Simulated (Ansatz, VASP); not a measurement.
**Two plane-wave programs on KBr**

```
CELL_PARAMETERS angstrom
0.00000 3.27785 3.27785
3.27785 0.00000 3.27785
3.27785 3.27785 0.00000
ATOMIC_POSITIONS crystal
Br 0.50000 0.50000 0.50000
K 0.00000 0.00000 0.00000
```

Alike in both runs: task single point; functional r2SCAN; dispersion D3(BJ); k mesh 7 × 7 × 7; occupations fermi-dirac, width 0.05 eV; no spin polarisation.

|  | VASP | Ansatz |
| --- | --- | --- |
| version | VASP 6.6.1 | Ansatz 0.2.0 |
| potentials or method | VASP PAW PBE potentials, release 64 (Br, K_sv) | Ansatz PAW |
| plane-wave cutoff (eV) | 520 | 500 |
| valence electrons in the cell | 16 | 16 |

```csv
,VASP,Ansatz,Ansatz less VASP
gap on the k mesh at the Fermi level (eV),5.14,5.14,-0.002
least direct gap on the mesh (eV),5.14,5.14,-0.002
pressure (GPa),-0.1,-0.1,0.00
```

VASP's potentials were made for PBE, not for r2SCAN.

Noted on Ansatz's run: odd divisions of the mesh miss points on the zone boundary, where band edges often lie, so the gap on the mesh can be too wide.
